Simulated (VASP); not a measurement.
# TaN (Cm) in VASP: single point with LDA

Aim: the single point of TaN with LDA.

Program: VASP 6.6.1. These are calculated values, not measurements. Logs are shortened: lines on timing, memory, paths and dates and some standing lists are left out, and cuts for length are marked.

**1. The cell of the first run**

Symmetry: Cm, No. 8, monoclinic system. Conventional cell: a = 5.376 Å, b = 3.104 Å, c = 12.095 Å, α = 90.00°, β = 96.38°, γ = 90.00°. Within 2.7 Å of Ta (site symmetry m) lie 4 N at 2.08 to 2.37 Å. Within 2.6 Å of Ta (site symmetry m) lie 4 N at 1.96 to 2.08 Å. Within 2.6 Å of Ta (site symmetry m) lie 4 N at 1.96 to 2.08 Å. Within 2.6 Å of Ta (site symmetry m) lie 4 N at 1.96 to 2.08 Å. N (site symmetry m) has 4 Ta at 2.08 to 2.37 Å within 2.7 Å. N (site symmetry m) has 4 Ta at 1.96 to 2.08 Å within 2.6 Å. N (site symmetry m) has 4 Ta at 1.96 to 2.08 Å within 2.6 Å. Within 2.6 Å of N (site symmetry m) lie 4 Ta at 1.96 to 2.08 Å.

**2. Single point, LDA (the part above a cut slid along it)**

The input, INCAR:

```
PREC = Accurate
ENCUT = 520
EDIFF = 1E-7
ISMEAR = 0
SIGMA = 0.15
LREAL = F
LASPH = T
NELM = 80
ALGO = Normal
ISIF = 2
LWAVE = F
LCHARG = F
NBANDS = 42
```

The input, KPOINTS:

```
Automatic mesh
0
Gamma
  14 14 4
```

The input, POSCAR:

```
TaN
1.0
   -3.1035877079      0.0000000000      0.0000000000
   -1.5517938539     -2.6877857979      0.0000000000
   -1.1638453905     -0.6719464495     12.0200957435
Ta N
4 4
Direct
    0.1036770450      0.1036770450      0.9186251535
    0.2286770450      0.2286770450      0.4186251535
    0.6245103783      0.6245103783      0.1686251535
    0.4995103783      0.4995103783      0.6686251535
    0.3129896217      0.3129896217      0.0813748465
    0.1879896217      0.1879896217      0.5813748465
    0.5838229550      0.5838229550      0.3313748465
    0.4588229550      0.4588229550      0.8313748465
```

Potentials or basis: VASP PAW LDA potentials, release 64 (Ta_pv, N).

On the command line:

```
$ cat potpaw_LDA.64/Ta_pv/POTCAR potpaw_LDA.64/N/POTCAR > POTCAR
$ mpirun -np 1 vasp_std > vasp.out
```

OUTCAR:

```text
PREC = Accurate
   ENCUT = 520
   EDIFF = 1E-7
   ISMEAR = 0
   LREAL = F
   LASPH = T
   NELM = 80
   ISIF = 2

 ion  position               nearest neighbor table
   1  0.104  0.104  0.919-   8 2.08   8 2.08   8 2.08   5 2.37   3 3.41   3 3.41   4 3.50   4 3.50
                             4 3.50
   2  0.229  0.229  0.419-   6 1.96   7 2.08   7 2.08   7 2.08   3 3.50   4 3.50   4 3.50   3 3.50
                             4 3.50   3 3.50
   3  0.625  0.625  0.169-   7 1.96   5 2.08   5 2.08   5 2.08   1 3.41   1 3.41   2 3.50   2 3.50
                             2 3.50
   4  0.500  0.500  0.669-   8 1.96   6 2.08   6 2.08   6 2.08   1 3.50   2 3.50   2 3.50   1 3.50
                             2 3.50   1 3.50
   5  0.313  0.313  0.081-   3 2.08   3 2.08   3 2.08   1 2.37
   6  0.188  0.188  0.581-   2 1.96   4 2.08   4 2.08   4 2.08
   7  0.584  0.584  0.331-   3 1.96   2 2.08   2 2.08   2 2.08
   8  0.459  0.459  0.831-   4 1.96   1 2.08   1 2.08   1 2.08

  LATTYP: Found a base centered monoclinic cell.
 ALAT       =     5.3755715958
 B/A-ratio  =     0.5773502692
 C/A-ratio  =     2.2499911699
 COS(beta)  =    -0.1111115472

  Lattice vectors:

 A1 = (   3.1035877079,   0.0000000000,   0.0000000000)
 A2 = (   1.5517938539,   2.6877857979,   0.0000000000)
 A3 = (  -1.1638453905,  -0.6719464495,  12.0200957435)

Analysis of symmetry for initial positions (statically):
=====================================================================
 Subroutine PRICEL returns:
 Original cell was already a primitive cell.

 Routine SETGRP: Setting up the symmetry group for a
 base centered monoclinic supercell.

 Subroutine GETGRP returns: Found  2 space group operations
 (whereof  2 operations were pure point group operations)
 out of a pool of  4 trial point group operations.

The static configuration has the point symmetry C_1h.

Analysis of symmetry for dynamics (positions and initial velocities):
=====================================================================
 Subroutine PRICEL returns:
 Original cell was already a primitive cell.

 Routine SETGRP: Setting up the symmetry group for a
 base centered monoclinic supercell.

 Subroutine GETGRP returns: Found  2 space group operations
 (whereof  2 operations were pure point group operations)
 out of a pool of  4 trial point group operations.

The dynamic configuration has the point symmetry C_1h.

 Subroutine INISYM returns: Found  2 space group operations
 (whereof  2 operations are pure point group operations),
[... 114 lines left out ...]
   ISIF   =      2    stress and relaxation
   ISYM   =      2    0-nonsym 1-usesym 2-fastsym
   POTIM  = 0.5000    time-step for ionic-motion
   TEBEG  =    0.0;   TEEND  =   0.0 temperature during run
   PSTRESS=    0.0 pullay stress
   NELECT =      64.0000    total number of electrons
   NUPDOWN=      -1.0000    fix difference up-down
   EMIN   =  10.00;   EMAX   =-10.00  energy-range for DOS
   EFERMI =   0.00;   METHOD = LEGACY
   ISMEAR =     0;   SIGMA  =   0.15  broadening in eV -4-tet -1-fermi 0-gaus
   EFERMI_NEDOS =   21; number of points for ismear=-14 and -15
   IALGO  =     38    algorithm
   IMIX   =      4    mixing-type and parameters
     AMIX     =   0.40;   BMIX     =  1.00
     AMIX_MAG =   1.60;   BMIX_MAG =  1.00
  volume/ion in A,a.u.               =      12.53        84.58
  Fermi-wavevector in a.u.,A,eV,Ry     =   1.409546  2.663656 27.032330  1.986820
  Thomas-Fermi vector in A             =   2.531591
   LORBIT       =      0    0 simple, 1 ext, 2 COOP (PROOUT), +10 PAW based schemes
   GGA     = CA    functional components
   LHFCALC =     F    Hartree Fock is set to
   AEXX    =    0.0000 exact exchange contribution
   IVDW    =     0    specifies the selected vdW correction
   LEPSILON=     F    determine dielectric tensor
   LRPA    =     F    only Hartree local field effects (RPA)
 non-spin polarized calculation
 Gauss-broadening in eV      SIGMA  =   0.15
  energy-cutoff  :      520.00
  volume of cell :      100.27
 maximum number of plane-waves:      2722
   NGX = 11   NGY = 11   NGZ = 45

 number of electron      64.0000004 magnetization

 Free energy of the ion-electron system (eV)
  ---------------------------------------------------
  ext. energy  EPLUGINS =         0.00000000
  ---------------------------------------------------
  free energy    TOTEN  =       -94.32009469 eV

  energy without entropy =      -94.29393838  energy(sigma->0) =      -94.30701653

 E-fermi :   6.7937     XC(G=0): -12.6191

 val. band max:        6.7931348329   @ k =   0.1429  -0.0000   0.2500
 cond. band min:       6.7953359686   @ k =  -0.3571   0.3571   0.5000
 fundamental gap:      0.0022011357
 Fermi energy:         6.7936840128

 k-point     1 :       0.0000    0.0000    0.0000
  band No.  band energies     occupation
      1     -28.9234      2.00000
      2     -28.5282      2.00000
      3     -28.4139      2.00000
      4     -28.4051      2.00000
      5     -28.3762      2.00000
      6     -28.1895      2.00000
[... 1069 lines left out ...]
     41       9.8808      0.00000
     42      10.8792      0.00000

 [... further k-points ...]

------------------------ aborting loop because EDIFF is reached ----------------------------------------

  FORCE on cell =-STRESS in cart. coord.  units (eV):
  Direction    XX          YY          ZZ          XY          YZ          ZX
  --------------------------------------------------------------------------------------
  -------------------------------------------------------------------------------------
  Total       -1.7805463     -1.1233121     -4.0863818     -0.5691815      0.7195114      1.2462304
  in kB      -28.4509814    -17.9491720    -65.2954500     -9.0948337     11.4969232     19.9132585
  external PRESSURE =     -37.2318678 kB  Pullay stress =       0.0000000 kB

 VOLUME and BASIS-vectors are now :
 -----------------------------------------------------------------------------
  energy-cutoff  :      520.00
  volume of cell :      100.27
      direct lattice vectors                 reciprocal lattice vectors
    -3.103587708  0.000000000  0.000000000    -0.322207746  0.186026729 -0.020798503
    -1.551793854 -2.687785798  0.000000000     0.000000000 -0.372053458 -0.020798503
    -1.163845390 -0.671946450 12.020095744     0.000000000  0.000000000  0.083194013

 POSITION                                       TOTAL-FORCE (eV/Angst)
 -----------------------------------------------------------------------------------
     -1.55179     -0.89593     11.04196        -0.866486     -0.500266      1.918487
     -1.55179     -0.89593      5.03191        -0.005348     -0.003088     -0.132389
     -3.10359     -1.79186      2.02689         0.131584      0.075970      0.110208
     -3.10359     -1.79186      8.03694         0.028965      0.016723      0.183902
     -1.55179     -0.89593      0.97813         0.442612      0.255542     -3.039104
     -1.55179     -0.89593      6.98818        -0.016042     -0.009262     -0.121695
     -3.10359     -1.79186      3.98316         0.050810      0.029335      0.319339
     -3.10359     -1.79186      9.99321         0.233906      0.135046      0.761252
 -----------------------------------------------------------------------------------
    total drift:                               -0.000170     -0.000098      0.000943

  FREE ENERGIE OF THE ION-ELECTRON SYSTEM (eV)
  ---------------------------------------------------
  free  energy   TOTEN  =       -94.3200946890 eV

  energy  without entropy=      -94.2939383779  energy(sigma->0) =      -94.30701653
```

It took 28 min on 1 thread of Intel Xeon 8259CL, shared host; peak memory 0.7 GiB.

Results:

| Quantity | Value |
| --- | --- |
| Free energy | -94.3201 eV |
| Pressure | -3.7 GPa |
| Largest force | 3.082 eV/Å |
| Band gap on the k mesh | zero (bands 32 and 33 overlap by 0.33 eV) |

Forces on the atoms (eV/Å):
```
Ta  -0.866 -0.500  1.918
Ta  -0.005 -0.003 -0.132
Ta   0.132  0.076  0.110
Ta   0.029  0.017  0.184
N    0.443  0.256 -3.039
N   -0.016 -0.009 -0.122
N    0.051  0.029  0.319
N    0.234  0.135  0.761
```

Stress tensor (GPa, compression positive):
```
-2.85 -0.91  1.99
-0.91 -1.79  1.15
 1.99  1.15 -6.53
```

Caveat: the cell differs from its parent crystal (the part above a cut slid along it); the cell stands under tension; spin-orbit coupling is left out, which moves the levels of the heavy elements; forces of over 1 eV/Å act on the atoms, so gaps and moduli don't describe the material at rest.
